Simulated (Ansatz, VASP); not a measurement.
**TiAl4Ni3 in VASP and in Ansatz**

INCAR

```
PREC = Accurate
ENCUT = 520
EDIFF = 1E-6
ISMEAR = 0
SIGMA = 0.1
LREAL = F
LASPH = T
NELM = 150
ALGO = Normal
ISIF = 2
LWAVE = F
LCHARG = T
ISPIN = 2
MAGMOM = 0 0 0 0 0 2 2 2
LORBIT = 11
LMAXMIX = 4
GGA = PE
LELF = T
LVHAR = T
NBANDS = 41
```

Contents of KPOINTS:

```
Automatic mesh
0
Gamma
  4 4 4
```

The input POSCAR:

```
TiAl4Ni3
1.0
    4.2280656900      0.0000000000      0.0000000000
    0.0000000000      4.2280656900      0.0000000000
    0.0000000000      0.0000000000      5.9793878400
Ti Al Ni
1 4 3
Direct
    0.5000000000      0.5000000000      0.0000000000
    0.5000000000      0.0000000000      0.7500000000
    0.0000000000      0.5000000000      0.7500000000
    0.5000000000      0.0000000000      0.2500000000
    0.0000000000      0.5000000000      0.2500000000
    0.0000000000      0.0000000000      0.0000000000
    0.0000000000      0.0000000000      0.5000000000
    0.5000000000      0.5000000000      0.5000000000
```

Input for Ansatz:

```yaml
crystal:
  lattice:
    - [4.22806569, 0.0, 0.0]
    - [0.0, 4.22806569, 0.0]
    - [0.0, 0.0, 5.97938784]
  atoms:
    - { symbol: Ti, position: [0.5, 0.5, 0.0] }
    - { symbol: Al, position: [0.5, 0.0, 0.75] }
    - { symbol: Al, position: [0.0, 0.5, 0.75] }
    - { symbol: Al, position: [0.5, 0.0, 0.25] }
    - { symbol: Al, position: [0.0, 0.5, 0.25] }
    - { symbol: Ni, position: [0.0, 0.0, 0.0], spin: 2.0 }
    - { symbol: Ni, position: [0.0, 0.0, 0.5], spin: 2.0 }
    - { symbol: Ni, position: [0.5, 0.5, 0.5], spin: 2.0 }
basis:
  ecutwfc: 420
kpoints:
  mp_grid: { grid: [4, 4, 4] }
hamiltonian:
  xc: pbe
scf:
  occupations: { method: gaussian, width: 0.1 }
  lower_state_search: "off"
output:
  forces: true
  stress: true
  eigenvalues: true
  populations: true
magnetization:
  spin_polarized: true
```

Alike in both runs: task single point; functional PBE; k mesh 4 × 4 × 4; occupations gaussian, width 0.1 eV; collinear spin.

```csv
,VASP,Ansatz
version,VASP 6.6.1,Ansatz 0.2.0
potentials or method,"VASP PAW PBE potentials, release 64 (Ti_sv, Al, Ni), cutoff 520 eV","scalar-relativistic, plane waves, PAW"
valence electrons in the cell,54,78
```

```tsv
	VASP	Ansatz	Ansatz less VASP
gap on the k mesh at the Fermi level (eV)	none	none	-
pressure (GPa)	-1.5	-1.6	-0.05
traceless stress, the component that is largest in VASP (GPa)	3.95	3.96	+0.015
rms of the force components (eV/Å)	0.528	0.531	+0.0033
net moment per atom (μB)	0.08	0.09	+0.005
size of the moment on the site where the two differ most (μB)	0.11	0.12	+0.015
```

Site moments also hang on the region over which each program counts them. Atom by atom the forces differ by 0.003 eV/Å (rms over components). A gap of «none» marks a metal or a gap that the smearing closes. VASP's potentials hold 54 valence electrons a cell and Ansatz's 78, so a difference there can come from the potentials and not from the codes.

The k mesh is coarse, so the values compare programs but aren't converged.
